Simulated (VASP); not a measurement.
Here is a VASP 6.6.1 calculation.

File INCAR:

```
SYSTEM = Pb
ALGO = Normal
EDIFF = 1E-8
ENCUT = 520
GGA = PE
ISIF = 2
ISMEAR = -1
LASPH = .TRUE.
LCHARG = .FALSE.
LEFG = .TRUE.
LREAL = .FALSE.
LWAVE = .FALSE.
NBANDS = 21
NELM = 100
PREC = Accurate
SIGMA = 0.05
```

File KPOINTS:

```
k-points
0
G
  8 8 8
  0 0 0
```

Contents of POSCAR:

```
Pb
1.0
    0.0687800011      3.4733900561      3.4733900561
    3.4733900561      0.0687800011      3.4733900561
    3.4733900561      3.4733900561      0.0687800011
Pb
2
Direct
    0.0000000000      0.0000000000      0.0000000000
    0.2500000000      0.2500000000      0.2500000000
```

Potentials or basis: VASP PAW PBE potentials, release 64 (Pb_d).

Run with:

```sh
$ cat potpaw_PBE.64/Pb_d/POTCAR > POTCAR
$ mpirun -np 1 vasp_std > vasp.out
```

Task: Estimate the largest force.

Result: 0.243 eV/Å.

Task: Estimate the band gap on the k mesh.

Result: Zero (bands 14 and 15 overlap by 1.18 eV).

Task: Predict the pressure.

Result: 2.4 GPa.

Forces on the atoms (eV/Å):
```
Pb   0.140  0.140  0.140
Pb  -0.140 -0.140 -0.140
```

Caveat: the cell differs from its parent crystal (equal xy, yz and zx shear strains of +2 %); without QUAD_EFG the Cq values of the log hold for a quadrupole moment of 1 mb, not for the nuclei; spin-orbit coupling is left out, which moves the levels of the heavy elements.
